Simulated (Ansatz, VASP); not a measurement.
## TaN: VASP beside Ansatz

```xyz
2
Lattice="0.0000 2.2086 2.2086 2.2086 0.0000 2.2086 2.2086 2.2086 0.0000" Properties=species:S:1:pos:R:3 pbc="T T T"
Ta    2.2086    2.2086    2.2086
N     0.0000    0.0000    0.0000
```

Alike in both runs: task relaxation of cell and atoms; functional LDA; k mesh 16 × 16 × 16; occupations gaussian, width 0.1 eV; no spin polarisation.

```csv
,VASP,Ansatz
version,VASP 6.6.1,Ansatz 0.2.0
potentials or method,"VASP PAW LDA potentials, release 64 (Ta_pv, N), cutoff 600 eV","scalar-relativistic, plane waves, PAW"
valence electrons in the cell,16,18
```

|  | VASP | Ansatz | Ansatz less VASP |
| --- | --- | --- | --- |
| gap on the k mesh at the Fermi level, each at its own relaxed structure (eV) | none | none | - |
| relaxed volume (Å³/atom) | 10.33 | 10.28 | -0.054 |
| relaxed cell length with the largest relative difference (Å) | 3.080 | 3.075 | -0.0054 |

LDA's correlation is that of Perdew and Zunger in VASP and of Perdew and Wang (1992) in Ansatz. A gap of «none» marks a metal or a gap that the smearing closes. VASP's potentials hold 16 valence electrons a cell and Ansatz's 18, so a difference there can come from the potentials and not from the codes.

Neither program's run includes spin-orbit coupling.
